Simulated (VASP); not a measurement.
# BN: single point with PBE

BN:

```xyz
4
Lattice="2.5156 0.0000 0.0000 -1.2578 2.1786 0.0000 0.0000 0.0000 6.6819" Properties=species:S:1:pos:R:3 pbc="T T T"
B     0.0000    1.4524    1.6705
B     1.2578    0.7262    5.0115
N     0.0000    1.4524    5.0115
N     1.2578    0.7262    1.6705
```

```yaml
Program: VASP 6.6.1
Task: single point
Functional: PBE
Potentials_or_basis: VASP PAW PBE potentials, release 64 (B, N)
Cutoff: 520 eV
k_mesh: 10 × 10 × 4
Occupations: gaussian, width 0.02 eV
Spin: no spin polarisation
```

```
Pressure               : 0.0 GPa
Band gap on the k mesh : 4.22 eV, indirect (least direct gap 4.64 eV)
```

Stress tensor (GPa, compression positive):
```
-1.22  0.00  0.00
 0.00 -1.22  0.00
 0.00  0.00  2.58
```

Levels at points of the mesh, in eV from the valence-band top:
```
           k point  band 5  band 6  band 7  band 8  band 9  band 10  band 11  band 12
(0.00, 0.00, 0.00)   -1.39   -1.39   -1.35   -1.35    5.18    10.16    11.39    11.39
(0.50, 0.00, 0.00)   -4.16   -4.10   -1.45   -0.47    4.22     5.55     9.36     9.77
(0.00, 0.00, 0.50)   -1.37   -1.37   -1.37   -1.37    7.50     7.50    11.45    11.45
(0.50, 0.00, 0.50)   -4.13   -4.13   -0.94   -0.94    4.67     4.67     9.73     9.73
```

Wall time 13 s on 1 thread of Intel Xeon 6975P-C, with other jobs on the host, peak memory 0.16 GiB.

Caveat: this functional lacks dispersion, which binds the layers, so the pressure and a relaxed spacing across them are unreliable. A k mesh can miss the band edges.
